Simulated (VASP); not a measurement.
# VN2 (I4/mcm) in VASP: notebook

VN2 is run at these levels: PBEsol; tasks: single point.

All numbers are computed with VASP 6.6.1; they aren't measurements. Logs are shortened: lines on timing, memory, paths and dates and some standing lists are left out, and cuts for length are marked.

## (1) The cell of the first run

The structure is tetragonal, space group I4/mcm (No. 140). The conventional cell has a = 4.301 Å, b = 4.301 Å, c = 4.983 Å, α = 90.00°, β = 90.00°, γ = 90.00°. Within 2.8 Å of V (site symmetry 422) lie 8 N at 2.13 Å and 2 V at 2.49 Å. N (site symmetry m2m) has 1 N at 1.40 Å within 1.9 Å.

## (2) Single point, PBEsol

The input, INCAR:

```
SYSTEM = VN2
  ALGO = Normal
  EDIFF = 1E-6
  ENCUT = 520
  GGA = PS
  ISIF = 2
  ISMEAR = 0
  LASPH = .True.
  LCHARG = .False.
  LREAL = .False.
  LWAVE = .False.
  NBANDS = 32
  NELM = 80
  PREC = Accurate
  SIGMA = 0.1
```

The input, KPOINTS:

```
k-points
0
Gamma
  8 8 8
  0 0 0
```

The input, POSCAR:

```
VN2
1.0
   -2.1507500000      2.1507500000      2.4913500000
    2.1507500000     -2.1507500000      2.4913500000
    2.1507500000      2.1507500000     -2.4913500000
V N
2 4
Direct
    0.2500000000      0.2500000000      0.0000000000
    0.7500000000      0.7500000000      0.0000000000
    0.1151000000      0.6151000000      0.7302000000
    0.6151000000      0.8849000000      0.5000000000
    0.8849000000      0.3849000000      0.2698000000
    0.3849000000      0.1151000000      0.5000000000
```

Potentials or basis: VASP PAW PBE potentials, release 64 (V_sv, N).

Run with:

```
$ cat potpaw_PBE.64/V_sv/POTCAR potpaw_PBE.64/N/POTCAR > POTCAR
$ mpirun -np 1 vasp_std > vasp.out
```

OUTCAR:

```text
SYSTEM = VN2
   EDIFF = 1E-6
   ENCUT = 520
   GGA = PS
   ISIF = 2
   ISMEAR = 0
   LASPH = .True.
   LREAL = .False.
   NELM = 80
   PREC = Accurate

 ion  position               nearest neighbor table
   1  0.250  0.250  0.000-   5 2.13   3 2.13   4 2.13   6 2.13   6 2.13   3 2.13   4 2.13   5 2.13
                             2 2.49   2 2.49
   2  0.750  0.750  0.000-   5 2.13   3 2.13   4 2.13   6 2.13   4 2.13   6 2.13   3 2.13   5 2.13
                             1 2.49   1 2.49
   3  0.115  0.615  0.730-   5 1.40   1 2.13   1 2.13   2 2.13   2 2.13
   4  0.615  0.885  0.500-   6 1.40   2 2.13   1 2.13   2 2.13   1 2.13
   5  0.885  0.385  0.270-   3 1.40   2 2.13   1 2.13   2 2.13   1 2.13
   6  0.385  0.115  0.500-   4 1.40   1 2.13   2 2.13   1 2.13   2 2.13

  LATTYP: Found a body centered tetragonal cell.
 ALAT       =     4.3015000000
 C/A-ratio  =     1.1583633616

  Lattice vectors:

 A1 = (  -2.1507500000,   2.1507500000,   2.4913500000)
 A2 = (   2.1507500000,  -2.1507500000,   2.4913500000)
 A3 = (   2.1507500000,   2.1507500000,  -2.4913500000)

Analysis of symmetry for initial positions (statically):
=====================================================================
 Subroutine PRICEL returns:
 Original cell was already a primitive cell.

 Routine SETGRP: Setting up the symmetry group for a
 body centered tetragonal supercell.

 Subroutine GETGRP returns: Found 16 space group operations
 (whereof  8 operations were pure point group operations)
 out of a pool of 16 trial point group operations.

The static configuration has the point symmetry C_4h.
 The point group associated with its full space group is D_4h.

Analysis of symmetry for dynamics (positions and initial velocities):
=====================================================================
 Subroutine PRICEL returns:
 Original cell was already a primitive cell.

 Routine SETGRP: Setting up the symmetry group for a
 body centered tetragonal supercell.

 Subroutine GETGRP returns: Found 16 space group operations
 (whereof  8 operations were pure point group operations)
 out of a pool of 16 trial point group operations.

The dynamic configuration has the point symmetry C_4h.
 The point group associated with its full space group is D_4h.

 Subroutine INISYM returns: Found 16 space group operations
 (whereof  8 operations are pure point group operations),
 and found     1 'primitive' translations

----------------------------------------------------------------------------------------

                                     Primitive cell

  volume of cell :      46.0972
[... 91 lines left out ...]
   ISPIN  =      1    spin polarized calculation?
   LNONCOLLINEAR =      F non collinear calculations
   LSORBIT =      F    spin-orbit coupling
   LASPH  =      T    aspherical Exc in radial PAW
   ENCUT  =  520.0 eV  38.22 Ry    6.18 a.u.   7.31  7.31  7.31*2*pi/ulx,y,z
   NELM   =     80;   NELMIN=  2; NELMDL= -5     # of ELM steps
   EDIFF  = 0.1E-05   stopping-criterion for ELM
   LREAL  =      F    real-space projection
[... 7 lines left out ...]
   TEBEG  =    0.0;   TEEND  =   0.0 temperature during run
   PSTRESS=    0.0 pullay stress
   NELECT =      46.0000    total number of electrons
   NUPDOWN=      -1.0000    fix difference up-down
   EMIN   =  10.00;   EMAX   =-10.00  energy-range for DOS
   EFERMI =   0.00;   METHOD = LEGACY
   ISMEAR =     0;   SIGMA  =   0.10  broadening in eV -4-tet -1-fermi 0-gaus
   EFERMI_NEDOS =   21; number of points for ismear=-14 and -15
   IALGO  =     38    algorithm
   IMIX   =      4    mixing-type and parameters
     AMIX     =   0.40;   BMIX     =  1.00
     AMIX_MAG =   1.60;   BMIX_MAG =  1.00
  volume/ion in A,a.u.               =       7.68        51.85
  Fermi-wavevector in a.u.,A,eV,Ry     =   1.635947  3.091492 36.413581  2.676323
  Thomas-Fermi vector in A             =   2.727335
   LORBIT       =      0    0 simple, 1 ext, 2 COOP (PROOUT), +10 PAW based schemes
   GGA     = PS    functional components
   LHFCALC =     F    Hartree Fock is set to
   AEXX    =    0.0000 exact exchange contribution
   IVDW    =     0    specifies the selected vdW correction
   LEPSILON=     F    determine dielectric tensor
   LRPA    =     F    only Hartree local field effects (RPA)
 non-spin polarized calculation
 Gauss-broadening in eV      SIGMA  =   0.10
  energy-cutoff  :      520.00
  volume of cell :       46.10
 maximum number of plane-waves:      1268
 NGX is ok and might be reduce to    30
   NGX = 15   NGY = 15   NGZ = 15

 number of electron      46.0000009 magnetization

 Free energy of the ion-electron system (eV)
  ---------------------------------------------------
  ext. energy  EPLUGINS =         0.00000000
  ---------------------------------------------------
  free energy    TOTEN  =       -56.93829208 eV

  energy without entropy =      -56.92534827  energy(sigma->0) =      -56.93182017

 E-fermi :  11.3445     XC(G=0): -13.8845

 val. band max:       11.3195569721   @ k =   0.5000   0.5000   0.3750
 cond. band min:      11.3482214007   @ k =  -0.2500  -0.3750   0.2500
 fundamental gap:      0.0286644287
 Fermi energy:        11.3444912607

 k-point     1 :       0.0000    0.0000    0.0000
  band No.  band energies     occupation
      1     -54.0078      2.00000
      2     -53.8427      2.00000
      3     -28.2118      2.00000
      4     -27.9738      2.00000
      5     -27.9738      2.00000
      6     -27.9631      2.00000
[... 829 lines left out ...]
     31      14.5917      0.00000
     32      14.5917      0.00000

 [... further k-points ...]
[... 5 lines left out ...]
  --------------------------------------------------------------------------------------
  -------------------------------------------------------------------------------------
  Total       -3.1505756     -3.1505756     -3.1424305      0.0000000     -0.0000000     -0.0000000
  in kB     -109.5029681   -109.5029681   -109.2198721      0.0000000     -0.0000000     -0.0000000
  external PRESSURE =    -109.4086027 kB  Pullay stress =       0.0000000 kB

 VOLUME and BASIS-vectors are now :
 -----------------------------------------------------------------------------
  energy-cutoff  :      520.00
  volume of cell :       46.10
      direct lattice vectors                 reciprocal lattice vectors
    -2.150750000  2.150750000  2.491350000     0.000000000  0.232477043  0.200694403
     2.150750000 -2.150750000  2.491350000     0.232477043  0.000000000  0.200694403
     2.150750000  2.150750000 -2.491350000     0.232477043  0.232477043  0.000000000

 POSITION                                       TOTAL-FORCE (eV/Angst)
 -----------------------------------------------------------------------------------
      0.00000      0.00000      1.24568        -0.000000     -0.000000      0.000000
      0.00000      0.00000      3.73703        -0.000000     -0.000000      0.000000
      2.64585      0.49510      0.00000        -0.282162     -0.282162      0.000000
      1.65565      0.49510      2.49135         0.282162     -0.282162     -0.000000
     -0.49510      1.65565      2.49135         0.282162      0.282162     -0.000000
      0.49510      1.65565      0.00000        -0.282162      0.282162     -0.000000
 -----------------------------------------------------------------------------------
    total drift:                                0.000000      0.000000     -0.000000

  FREE ENERGIE OF THE ION-ELECTRON SYSTEM (eV)
  ---------------------------------------------------
  free  energy   TOTEN  =       -56.9382920778 eV

  energy  without entropy=      -56.9253482654  energy(sigma->0) =      -56.93182017
```

Wall time 59 s (1 thread of AMD EPYC 9R45 (Zen 5), shared host); peak memory 0.18 GiB.

What came out:

```
Free energy            : -56.9383 eV
Pressure               : -10.9 GPa
Largest force          : 0.399 eV/Å
Band gap on the k mesh : zero (band 23 reaches 11.53 eV, above the bottom of band 24 at 11.21 eV)
```

Forces in eV/Å, atoms in the order of the input:
```
V    0.000  0.000  0.000
V    0.000  0.000  0.000
N   -0.282 -0.282  0.000
N    0.282 -0.282  0.000
N    0.282  0.282  0.000
N   -0.282  0.282  0.000
```

Levels at points of the mesh, in eV from the Fermi level:
```csv
k point,band 21,band 22,band 23,band 24,band 25,band 26
"(0.00, 0.00, 0.00)",-2.65,-2.64,-2.64,0.76,0.91,0.91
"(0.50, 0.00, 0.00)",-3.19,-3.19,0.18,0.18,0.74,0.74
"(0.50, 0.50, 0.00)",-2.79,-2.58,-1.38,0.01,0.79,1.12
"(0.50, 0.50, 0.50)",-2.15,-0.26,-0.14,-0.11,-0.08,0.04
```

Caveat: the PAW data sets were made with another functional, which shifts forces and pressure a little; the run has no spin polarisation, though such a crystal can be magnetic.

## (3) Single point, PBEsol

The input, INCAR:

```
PREC = Accurate
ENCUT = 520
EDIFF = 1E-6
ISMEAR = 0
SIGMA = 0.1
LREAL = F
LASPH = T
NELM = 100
ALGO = Normal
ISIF = 2
LWAVE = F
LCHARG = F
GGA = PS
NBANDS = 32
```

The input, KPOINTS:

```
Automatic mesh
0
Gamma
  8 8 8
  0.5 0.5 0.5
```

POSCAR is that of step 2.

Potentials or basis: VASP PAW PBE potentials, release 64 (V_sv, N).

Run with:

```
$ cat potpaw_PBE.64/V_sv/POTCAR potpaw_PBE.64/N/POTCAR > POTCAR
$ mpirun -np 1 vasp_std > vasp.out
```

Wall time 55 s (1 thread of AMD EPYC 9R45 (Zen 5), shared host); peak memory 0.18 GiB.

It converged, with:

| Item | Value |
| --- | --- |
| Free energy | -56.9370 eV |
| Pressure | -10.9 GPa |
| Largest force | 0.376 eV/Å |
| Band gap on the k mesh | zero (band 23 reaches 11.49 eV, above the bottom of band 24 at 11.26 eV) |

Forces on the atoms (eV/Å):
```
V    0.000  0.000  0.000
V    0.000  0.000  0.000
N   -0.266 -0.266  0.000
N    0.266 -0.266  0.000
N    0.266  0.266  0.000
N   -0.266  0.266  0.000
```

Stress tensor (GPa, compression positive):
```
-10.65   0.00   0.00
  0.00 -10.65   0.00
  0.00   0.00 -11.33
```

Levels at points of the mesh, in eV from the Fermi level:
| k point | band 19 | band 20 | band 21 | band 22 | band 23 | band 24 | band 25 | band 26 | band 27 | band 28 |
| --- | --- | --- | --- | --- | --- | --- | --- | --- | --- | --- |
| (0.06, 0.06, 0.06) | -3.75 | -3.04 | -2.78 | -2.48 | -2.35 | 0.62 | 0.87 | 1.03 | 1.07 | 2.12 |

Caveat: the PAW data sets were made with another functional, which shifts forces and pressure a little; the run has no spin polarisation, though such a crystal can be magnetic.

## (4) Single point, PBEsol

The input, INCAR:

```
PREC = Accurate ; ENCUT = 520
EDIFF = 1E-6 ; ISMEAR = 0
SIGMA = 0.1 ; LREAL = F
LASPH = T ; NELM = 100
ALGO = Normal ; ISIF = 2
LWAVE = F ; LCHARG = F
GGA = PS ; NBANDS = 32
```

The input, KPOINTS:

```
Automatic mesh
0
Gamma
  10 10 10
```

POSCAR is that of step 3.

Run with:

```
$ cat potpaw_PBE.64/V_sv/POTCAR potpaw_PBE.64/N/POTCAR > POTCAR
$ mpirun -np 1 vasp_std > vasp.out
```

Wall time 97 s (1 thread of AMD EPYC 9R45 (Zen 5), shared host); peak memory 0.22 GiB.

It converged, with:

- Free energy: -56.9387 eV
- Pressure: -10.9 GPa
- Largest force: 0.384 eV/Å
- Band gap on the k mesh: zero (band 23 reaches 11.55 eV, above the bottom of band 24 at 11.20 eV)

Forces on the atoms (eV/Å):
```
V    0.000  0.000  0.000
V    0.000  0.000  0.000
N   -0.271 -0.271  0.000
N    0.271 -0.271  0.000
N    0.271  0.271  0.000
N   -0.271  0.271  0.000
```

Stress tensor (GPa, compression positive):
```
-10.63   0.00   0.00
  0.00 -10.63   0.00
  0.00   0.00 -11.44
```

Levels at points of the mesh, in eV from the Fermi level:
| k point | band 21 | band 22 | band 23 | band 24 | band 25 | band 26 |
| --- | --- | --- | --- | --- | --- | --- |
| (0.00, 0.00, 0.00) | -2.65 | -2.65 | -2.65 | 0.76 | 0.90 | 0.90 |
| (0.50, 0.00, 0.00) | -3.20 | -3.20 | 0.18 | 0.18 | 0.73 | 0.73 |
| (0.50, 0.50, 0.00) | -2.79 | -2.59 | -1.39 | 0.00 | 0.78 | 1.11 |
| (0.50, 0.50, 0.50) | -2.16 | -0.27 | -0.15 | -0.11 | -0.09 | 0.03 |

Caveat: the PAW data sets were made with another functional, which shifts forces and pressure a little; the run has no spin polarisation, though such a crystal can be magnetic. With open d or f shells a metallic result of PBEsol can be an artefact of self-interaction; +U or a hybrid may open a gap.

## (5) Single point, PBEsol

The input, INCAR:

```
SYSTEM = VN2
PREC = Accurate
ENCUT = 520
EDIFF = 1E-7
ISMEAR = 0
SIGMA = 0.1
LREAL = .False.
LASPH = .True.
NELM = 60
ALGO = Normal
ISIF = 2
LWAVE = .False.
LCHARG = .False.
GGA = PS
NBANDS = 32
```

The input, KPOINTS:

```
Automatic mesh
0
Gamma
  10 10 10
  0.5 0.5 0.5
```

POSCAR is that of step 4.

Run with:

```
$ cat potpaw_PBE.64/V_sv/POTCAR potpaw_PBE.64/N/POTCAR > POTCAR
$ mpirun -np 1 vasp_std > vasp.out
```

It took 98 s on 1 thread of AMD EPYC 9R45 (Zen 5), shared host; peak memory 0.22 GiB.

It converged, with:

* Free energy: -56.9373 eV
* Pressure: -10.9 GPa
* Largest force: 0.380 eV/Å
* Band gap on the k mesh: zero (band 23 reaches 11.56 eV, above the bottom of band 24 at 11.23 eV)

Forces on the atoms (eV/Å):
```
V    0.000  0.000  0.000
V    0.000  0.000  0.000
N   -0.269 -0.269  0.000
N    0.269 -0.269  0.000
N    0.269  0.269  0.000
N   -0.269  0.269  0.000
```

Stress tensor (GPa, compression positive):
```
-10.57   0.00   0.00
  0.00 -10.57   0.00
  0.00   0.00 -11.46
```

Levels at points of the mesh, in eV from the Fermi level:
```tsv
k point	band 20	band 21	band 22	band 23	band 24	band 25	band 26	band 27
(0.05, 0.05, 0.05)	-2.93	-2.78	-2.53	-2.46	0.62	0.86	1.04	1.13
```

Caveat: the PAW data sets were made with another functional, which shifts forces and pressure a little; the run has no spin polarisation, though such a crystal can be magnetic. With open d or f shells a metallic result of PBEsol can be an artefact of self-interaction; +U or a hybrid may open a gap.

## (6) Overview

```tsv
k mesh	gap on the mesh (eV)	pressure (GPa)	largest force (eV/Å)
8 × 8 × 8	none	-10.9	0.40
8 × 8 × 8, shifted	none	-10.9	0.38
10 × 10 × 10	none	-10.9	0.38
10 × 10 × 10, shifted	none	-10.9	0.38
```

Alike in all rows: task single point; level PBEsol; potentials or basis VASP PAW PBE potentials, release 64 (V_sv, N); no spin polarisation; cell as given; cutoff (eV) 520; smearing gaussian 0.1 eV.

Every run on the cell as given and a fine mesh finds a metal.

Caveats: the PAW data sets were made with another functional, which shifts forces and pressure a little; the run has no spin polarisation, though such a crystal can be magnetic.

Absolute energies hang on the potentials; compare differences alone.
